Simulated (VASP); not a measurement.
# Sb (Pnma) in VASP: notebook, part 2 of 2

VASP 6.6.1. Earlier steps stand in the parts before.

### 5 Single point, PBE

This run uses another cell than the first one, of 32.02 Å³/atom, 1.006 times its volume.

Input file INCAR:

```
SYSTEM = Sb
  PREC = Accurate
  ENCUT = 520
  EDIFF = 1E-7
  ISMEAR = 0
  SIGMA = 0.02
  LREAL = .False.
  LASPH = .True.
  NELM = 80
  ALGO = Normal
  ISIF = 2
  LWAVE = .False.
  LCHARG = .False.
  GGA = PE
  NBANDS = 30
```

Input file KPOINTS:

```
regular mesh
0
Gamma
  4 8 8
  0 0 0
```

Input file POSCAR:

```
Sb
1.0
   12.7300984229      0.0000000000      0.0000000000
    0.0000000000      4.3496230031      0.0000000000
    0.0000000000      0.0000000000      4.6256776820
Sb
8
Direct
    0.1276010148      0.2500000000      0.3374363246
    0.3723989852      0.7500000000      0.8374363246
    0.6276010148      0.2500000000      0.1625636754
    0.8723989852      0.7500000000      0.6625636754
    0.1400754555      0.7500000000      0.7639734012
    0.3599245445      0.2500000000      0.2639734012
    0.6400754555      0.7500000000      0.7360265988
    0.8599245445      0.2500000000      0.2360265988
```

Potentials or basis: VASP PAW PBE potentials, release 64 (Sb).

Run with:

```
cat potpaw_PBE.64/Sb/POTCAR > POTCAR
mpirun -np 1 vasp_std > vasp.out
```

OUTCAR:

```text
SYSTEM = Sb
   PREC = Accurate
   ENCUT = 520
   EDIFF = 1E-7
   ISMEAR = 0
   LREAL = .False.
   LASPH = .True.
   NELM = 80
   ISIF = 2
   GGA = PE

 ion  position               nearest neighbor table
   1  0.128  0.250  0.337-   5 2.94   5 2.94   6 2.98   5 3.43   5 3.43   8 3.44
   2  0.372  0.750  0.837-   6 2.94   6 2.94   5 2.98   6 3.43   6 3.43   7 3.44
   3  0.628  0.250  0.163-   7 2.94   7 2.94   8 2.98   7 3.43   7 3.43   6 3.44
   4  0.872  0.750  0.663-   8 2.94   8 2.94   7 2.98   8 3.43   8 3.43   5 3.44
   5  0.140  0.750  0.764-   1 2.94   1 2.94   2 2.98   1 3.43   1 3.43   4 3.44
   6  0.360  0.250  0.264-   2 2.94   2 2.94   1 2.98   2 3.43   2 3.43   3 3.44
   7  0.640  0.750  0.736-   3 2.94   3 2.94   4 2.98   3 3.43   3 3.43   2 3.44
   8  0.860  0.250  0.236-   4 2.94   4 2.94   3 2.98   4 3.43   4 3.43   1 3.44

  LATTYP: Found a simple orthorhombic cell.
 ALAT       =     4.3496230031
 B/A-ratio  =     1.0634663461
 C/A-ratio  =     2.9267130539

  Lattice vectors:

 A1 = (   0.0000000000,   4.3496230031,   0.0000000000)
 A2 = (   0.0000000000,   0.0000000000,   4.6256776820)
[... 199 lines left out ...]
  band No.  band energies     occupation
      1      -5.7944      2.00000
      2      -5.3323      2.00000
      3      -4.5551      2.00000
      4      -3.6044      2.00000
      5      -1.1078      2.00000
      6      -0.7185      2.00000
[... 781 lines left out ...]
     29      10.1045      0.00000
     30      10.1045      0.00000

 [... further k-points ...]

------------------------ aborting loop because EDIFF is reached ----------------------------------------

  FORCE on cell =-STRESS in cart. coord.  units (eV):
  Direction    XX          YY          ZZ          XY          YZ          ZX
  --------------------------------------------------------------------------------------
  -------------------------------------------------------------------------------------
  Total        0.0263192      0.1001132      0.0374825      0.0000000      0.0000000      0.0000000
  in kB        0.1646361      0.6262436      0.2344666      0.0000000      0.0000000      0.0000000
  external PRESSURE =       0.3417821 kB  Pullay stress =       0.0000000 kB

 VOLUME and BASIS-vectors are now :
 -----------------------------------------------------------------------------
  energy-cutoff  :      520.00
  volume of cell :      256.13
      direct lattice vectors                 reciprocal lattice vectors
    12.730098423  0.000000000  0.000000000     0.078553988  0.000000000  0.000000000
     0.000000000  4.349623003  0.000000000     0.000000000  0.229904982  0.000000000
     0.000000000  0.000000000  4.625677682     0.000000000  0.000000000  0.216184540

 POSITION                                       TOTAL-FORCE (eV/Angst)
 -----------------------------------------------------------------------------------
      1.62437      1.08741      1.56087        -0.015037     -0.000000     -0.031575
      4.74068      3.26222      3.87371         0.015037      0.000000     -0.031575
      7.98942      1.08741      0.75197        -0.015037     -0.000000      0.031575
     11.10572      3.26222      3.06481         0.015037      0.000000      0.031575
      1.78317      3.26222      3.53389        -0.012481      0.000000      0.031331
      4.58187      1.08741      1.22106         0.012481     -0.000000      0.031331
      8.14822      3.26222      3.40462        -0.012481      0.000000     -0.031331
     10.94692      1.08741      1.09178         0.012481      0.000000     -0.031331
 -----------------------------------------------------------------------------------
    total drift:                                0.000000      0.000000      0.000000

  FREE ENERGIE OF THE ION-ELECTRON SYSTEM (eV)
  ---------------------------------------------------
  free  energy   TOTEN  =       -32.7621688349 eV

  energy  without entropy=      -32.7617507159  energy(sigma->0) =      -32.76195978
```

stdout:

```text
POSCAR found type information on POSCAR Sb
 POSCAR found :  1 types and       8 ions
 scaLAPACK will be used
 LDA part: xc-table for (Slater+PW92), standard interpolation
 POSCAR, INCAR and KPOINTS ok, starting setup
 FFT: planning ... GRIDC
 FFT: planning ... GRID_SOFT
 FFT: planning ... GRID
 WAVECAR not read
 entering main loop
```

Wall time 7.2 min (1 thread of Intel Xeon Platinum 8488C (Sapphire Rapids), shared host); peak memory 0.59 GiB.

Results:

| Quantity | Value |
| --- | --- |
| Free energy | -32.7622 eV |
| Pressure | 0.0 GPa |
| Largest force | 0.035 eV/Å |
| Band gap on the k mesh | zero (band 20 reaches 6.63 eV, above the bottom of band 21 at 6.42 eV) |

Forces in eV/Å, atoms in the order of the input:
```
Sb  -0.015  0.000 -0.032
Sb   0.015  0.000 -0.032
Sb  -0.015  0.000  0.032
Sb   0.015  0.000  0.032
Sb  -0.012  0.000  0.031
Sb   0.012  0.000  0.031
Sb  -0.012  0.000 -0.031
Sb   0.012  0.000 -0.031
```

Caveat: spin-orbit coupling is left out, which moves the levels of the heavy elements.

### 6 The runs side by side

```csv
cell,k mesh,smearing,gap on the mesh (eV),pressure (GPa),largest force (eV/Å)
"a = 12.728, b = 4.353, c = 4.596 Å, 8 atoms",4 × 10 × 8,gaussian 0.1 eV,none,0.0,0.04
"a = 12.729, b = 4.353, c = 4.596 Å, 8 atoms",2 × 4 × 4,gaussian 0.1 eV,0.31,0.0,0.11
"a = 4.353, b = 4.596, c = 12.728 Å, 8 atoms",6 × 6 × 2,gaussian 0.2 eV,none,0.1,0.06
"a = 12.730, b = 4.350, c = 4.626 Å, 8 atoms",4 × 8 × 8,gaussian 0.02 eV,none,0.0,0.03
```

Some of these runs hold the atoms at other places in the same cell, which the table doesn't show; runs alike in all that it shows share one row.

Alike in all rows: task single point; level PBE; potentials or basis VASP PAW PBE potentials, release 64 (Sb); no spin polarisation; cutoff (eV) 520.

Caveats: spin-orbit coupling is left out, which moves the levels of the heavy elements.

Absolute energies hang on the potentials; compare differences alone.
